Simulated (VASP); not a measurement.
Here is a VASP 6.6.1 calculation.

The input INCAR:

```
PREC     = Accurate       # precision mode
ENCUT    = 520            # plane-wave cutoff, eV
EDIFF    = 1E-6           # SCF threshold, eV
ISMEAR   = -1             # smearing method
SIGMA    = 0.1            # smearing width, eV
LREAL    = False          # projectors in reciprocal space
LASPH    = True           # aspherical terms in the spheres
NELM     = 60             # most SCF steps
ALGO     = Normal         # electronic algorithm
ISIF     = 2              # what is computed and relaxed
LWAVE    = False          # write WAVECAR
LCHARG   = False          # write CHGCAR
NBANDS   = 32             # bands
```

File KPOINTS:

```
Automatic mesh
0
Gamma
  5 5 5
```

The input POSCAR:

```
Ca3GeN
1.0
    4.8353023883      0.0000000000      0.0000000000
    0.0000000000      4.8353023883      0.0000000000
    0.0000000000      0.0000000000      4.8353023883
Ca Ge N
3 1 1
Direct
    0.0000000000      0.5000000000      0.5000000000
    0.5000000000      0.0000000000      0.5000000000
    0.5000000000      0.5000000000      0.0000000000
    0.0000000000      0.0000000000      0.0000000000
    0.5000000000      0.5000000000      0.5000000000
```

Potentials or basis: VASP PAW LDA potentials, release 64 (Ca_sv, Ge_d, N).

The run is started by

```sh
$ cat potpaw_LDA.64/Ca_sv/POTCAR potpaw_LDA.64/Ge_d/POTCAR potpaw_LDA.64/N/POTCAR > POTCAR
$ mpirun -np 1 vasp_std > vasp.out
```

Task: What does it give for the pressure?

Result: -4.6 GPa.

Task: What does it give for the band gap on the k mesh?

Result: Zero (an odd number of electrons rules out a gap without spin polarisation).

Caveat: the cell stands under tension.
